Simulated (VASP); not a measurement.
A run of VASP 6.6.1 is set up as follows.

POSCAR

```
Li2S
1.0
    0.0000000000      2.8452942165      2.8452942165
    2.8452942165      0.0000000000      2.8452942165
    2.8452942165      2.8452942165      0.0000000000
S Li
1 2
Direct
    0.0000000000      0.0000000000      0.0000000000
    0.2500000000      0.2500000000      0.2500000000
    0.7500000000      0.7500000000      0.7500000000
```

INCAR.step1

```
ALGO     = Normal         # electronic algorithm
EDIFF    = 1E-5           # SCF threshold, eV
ENCUT    = 650            # plane-wave cutoff, eV
GGA      = PE             # functional
GGA_COMPAT= F            
ISIF     = 2              # what is computed and relaxed
ISMEAR   = 0              # smearing method
LASPH    = T              # aspherical terms in the spheres
LCHARG   = F              # write CHGCAR
LREAL    = F              # projectors in reciprocal space
LWAVE    = T              # write WAVECAR
NBANDS   = 13             # bands
NELM     = 120            # most SCF steps
PREC     = Accurate       # precision mode
SIGMA    = 0.01           # smearing width, eV
```

The input INCAR.step2:

```
AEXX     = 0.15           # exact-exchange fraction
ALGO     = Normal         # electronic algorithm
EDIFF    = 1E-6           # SCF threshold, eV
ENCUT    = 650            # plane-wave cutoff, eV
GGA      = PE             # functional
GGA_COMPAT= F            
HFSCREEN = 0.3            # screening, 1/A
ISIF     = 2              # what is computed and relaxed
ISMEAR   = 0              # smearing method
ISTART   = 1            
LASPH    = T              # aspherical terms in the spheres
LCHARG   = F              # write CHGCAR
LHFCALC  = T              # exact exchange
LREAL    = F              # projectors in reciprocal space
LWAVE    = F              # write WAVECAR
NBANDS   = 13             # bands
NELM     = 120            # most SCF steps
PREC     = Accurate       # precision mode
PRECFOCK = Normal       
SIGMA    = 0.01           # smearing width, eV
```

File KPOINTS:

```
k-points
0
Gamma
  4 4 4
```

Potentials or basis: VASP PAW PBE potentials, release 64 (S, Li_sv).

Run with:

```bash
$ cat potpaw_PBE.64/S/POTCAR potpaw_PBE.64/Li_sv/POTCAR > POTCAR
$ cp INCAR.step1 INCAR
$ mpirun -np 1 vasp_std > vasp.out
$ cp INCAR.step2 INCAR
$ mpirun -np 1 vasp_std > vasp.out
```

**Question.** Predict the band gap on the k mesh.

**Answer.** 3.83 eV (least direct gap 4.80 eV).

**Question.** What does it give for the pressure?

**Answer.** -0.2 GPa.

Caveat: the k points lie up to 0.48 Å⁻¹ apart; the PAW data sets were made with another functional, which shifts forces and pressure a little. A k mesh can miss the band edges.
